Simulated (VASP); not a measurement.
## GaAs: single point with PBE

The system is GaAs.

```xyz
2
Lattice="0.0000 2.8268 2.8268 2.8268 0.0000 2.8268 2.8268 2.8268 0.0000" Properties=species:S:1:pos:R:3 pbc="T T T"
As    4.2403    4.2403    4.2403
Ga    0.0000    0.0000    0.0000
```

```json
{
  "Program": "VASP 6.6.1",
  "Task": "single point",
  "Functional": "PBE",
  "Potentials or basis": "VASP PAW PBE potentials, release 64 (As, Ga_d)",
  "Cutoff": "520 eV",
  "k mesh": "7 × 7 × 7",
  "Occupations": "methfessel-paxton, width 0.1 eV",
  "Spin": "no spin polarisation",
  "Dipole correction": "no",
  "Further INCAR settings": "ALGO = Normal; EDIFF = 1e-06; NBANDS = 16"
}
```

| Quantity | Value |
| --- | --- |
| Pressure | 3.4 GPa |
| Band gap on the k mesh | 0.52 eV |

Levels at points of the mesh, in eV from the valence-band top:
| k point | band 7 | band 8 | band 9 | band 10 | band 11 | band 12 |
| --- | --- | --- | --- | --- | --- | --- |
| (0.00, 0.00, 0.00) | 0.00 | 0.00 | 0.00 | 0.52 | 3.73 | 3.73 |

Run time: 6.8 s on 1 thread of Intel(R) Xeon(R) 6975P-C (Granite Rapids) (shared host), peak memory 0.17 GiB.

Caveat: the cell stands under pressure. A hybrid or GW would open this gap; PBE tends to underestimate it.
